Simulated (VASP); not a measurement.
A run of VASP 6.6.1 is set up as follows.

INCAR

```
SYSTEM = Cu
ALGO = Normal
EDIFF = 1E-6
ENCUT = 520
GGA = RP
ISIF = 2
ISMEAR = -1
LASPH = .True.
LCHARG = .False.
LREAL = .False.
LWAVE = .False.
NBANDS = 12
NELM = 60
PREC = Accurate
SIGMA = 0.05
```

KPOINTS

```
k-points
0
Gamma
  13 13 13
  0 0 0
```

Contents of POSCAR:

```
Cu
1.0
   -1.4427933200      1.4427933200      1.3760814500
    1.4427933200     -1.4427933200      1.3760814500
    1.4427933200      1.4427933200     -1.3760814500
Cu
1
Direct
    0.0000000000      0.0000000000      0.0000000000
```

Potentials or basis: VASP PAW PBE potentials, release 64 (Cu).

Command:

```bash
$ cat potpaw_PBE.64/Cu/POTCAR > POTCAR
$ mpirun -np 1 vasp_std > vasp.out
```

**Question.** What does it give for the pressure?

**Answer.** 13.0 GPa.

Caveat: the PAW data sets were made with another functional, which shifts forces and pressure a little.
